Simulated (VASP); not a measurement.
Write the native input for VASP 6.6.1 that does the following.

```yaml
Task: single point
Functional: PBE
Potentials_or_basis: VASP PAW PBE potentials, release 64 (Mo_sv, W_sv)
Cutoff: 520 eV
k_mesh: 4 × 4 × 6
Occupations: gaussian, width 0.1 eV
Spin: no spin polarisation
Dipole_correction: no
Further_INCAR_settings: ALGO = Fast; EDIFF = 1e-07; NBANDS = 36
```

The structure of Mo3W lies in POSCAR:

```
Mo3W
1.0
    4.6544209600      0.0000000000      0.0000000000
    0.0000000000      4.6544209600      0.0000000000
    0.0000000000      0.0000000000      3.2911726200
Mo W
3 1
Direct
    0.5000000000      0.0000000000      0.0000000000
    0.5000000000      0.5000000000      0.5000000000
    0.0000000000      0.5000000000      0.0000000000
    0.0000000000      0.0000000000      0.5000000000
```

The input as run:

INCAR

```
ALGO = Fast
EDIFF = 1E-7
ENCUT = 520
GGA = PE
ISIF = 2
ISMEAR = 0
LASPH = True
LCHARG = False
LREAL = False
LWAVE = False
NBANDS = 36
NELM = 100
PREC = Accurate
SIGMA = 0.1
```

KPOINTS

```
k-points
0
Gamma
  4 4 6
```

Potentials or basis: VASP PAW PBE potentials, release 64 (Mo_sv, W_sv).

Command:

```console
$ cat potpaw_PBE.64/Mo_sv/POTCAR potpaw_PBE.64/W_sv/POTCAR > POTCAR
$ mpirun -np 1 vasp_std > vasp.out
```

Results of the run:

| Quantity | Value |
| --- | --- |
| Pressure | -23.9 GPa |
| Band gap on the k mesh | zero (bands 28 and 29 overlap by 1.74 eV) |

Caveat: the cell stands under tension; spin-orbit coupling is left out, which moves the levels of the heavy elements.

It took 30 s on 1 thread of Intel(R) Xeon(R) Platinum 8559C (Emerald Rapids) (shared host), peak memory 0.19 GiB.
